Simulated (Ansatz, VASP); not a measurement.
AgSn2SeI3 in VASP and in Ansatz

The input INCAR:

```
PREC = Accurate
ENCUT = 600
EDIFF = 1E-7
ISMEAR = 0
SIGMA = 0.15
LREAL = F
LASPH = T
NELM = 60
ALGO = Normal
ISIF = 3
LWAVE = F
LCHARG = F
GGA = PE
IBRION = 2
NSW = 36
EDIFFG = -0.08
```

KPOINTS

```
regular mesh
0
Gamma
  3 3 1
```

File POSCAR:

```
AgSn2SeI3
1.0
    5.3321080400      0.0000000000      0.0000000000
   -2.6660540200      4.6177410100      0.0000000000
    0.0000000000      0.0000000000     11.5646348800
Ag Sn Se I
1 2 1 3
Direct
    0.6666666700      0.3333333300      0.5000000000
    0.0000000000      0.0000000000      0.3170316800
    0.0000000000      0.0000000000      0.6829683200
    0.6666666700      0.3333333300      0.0000000000
    0.6666666700      0.3333333300      0.1617393600
    0.6666666700      0.3333333300      0.8382606400
    0.0000000000      0.0000000000      0.5000000000
```

Input for Ansatz:

```yaml
crystal:
  lattice:
    - [5.33210804, 0.0, 0.0]
    - [-2.66605402, 4.61774101, 0.0]
    - [0.0, 0.0, 11.56463488]
  atoms:
    - { symbol: Ag, position: [0.66666667, 0.33333333, 0.5] }
    - { symbol: Sn, position: [0.0, 0.0, 0.31703168] }
    - { symbol: Sn, position: [0.0, 0.0, 0.68296832] }
    - { symbol: Se, position: [0.66666667, 0.33333333, 0.0] }
    - { symbol: I, position: [0.66666667, 0.33333333, 0.16173936] }
    - { symbol: I, position: [0.66666667, 0.33333333, 0.83826064] }
    - { symbol: I, position: [0.0, 0.0, 0.5] }
basis:
  ecutwfc: 420
kpoints:
  mp_grid: { grid: [3, 3, 1] }
hamiltonian:
  xc: pbe
scf:
  occupations: { method: gaussian, width: 0.15 }
  lower_state_search: "off"
output:
  forces: true
  stress: true
  eigenvalues: true
relax:
  adjacent_minimum: "off"
  f_tol: 0.08
  max_steps: 16
  cell: { stress_tol: 0.8 }
```

Alike in both runs: task relaxation of cell and atoms; functional PBE; k mesh 3 × 3 × 1; occupations gaussian, width 0.15 eV; no spin polarisation.

```csv
,VASP,Ansatz
version,VASP 6.6.1,Ansatz 0.2.0
potentials or method,"VASP PAW PBE potentials, release 64 (Ag, Sn_d, Se, I), cutoff 600 eV","scalar-relativistic, plane waves, PAW"
valence electrons in the cell,66,114
```

|  | VASP | Ansatz | Ansatz less VASP |
| --- | --- | --- | --- |
| gap on the k mesh at the Fermi level, each at its own relaxed structure (eV) | 0.04 | 0.05 | +0.012 |
| relaxed volume (Å³/atom) | 47.22 | 42.92 | -4.301 |
| relaxed cell length with the largest relative difference (Å) | 12.870 | 15.909 | +3.0390 |

One of these differences is far larger than is usual between the two programs; its cause wasn't traced. VASP's potentials hold 66 valence electrons a cell and Ansatz's 114, so a difference there can come from the potentials and not from the codes.

The k mesh is coarse, so the values compare programs but aren't converged. Neither program's run includes spin-orbit coupling. Noted on VASP's run: the volume moved by over 15 % at a fixed basis, so the end points are rough.
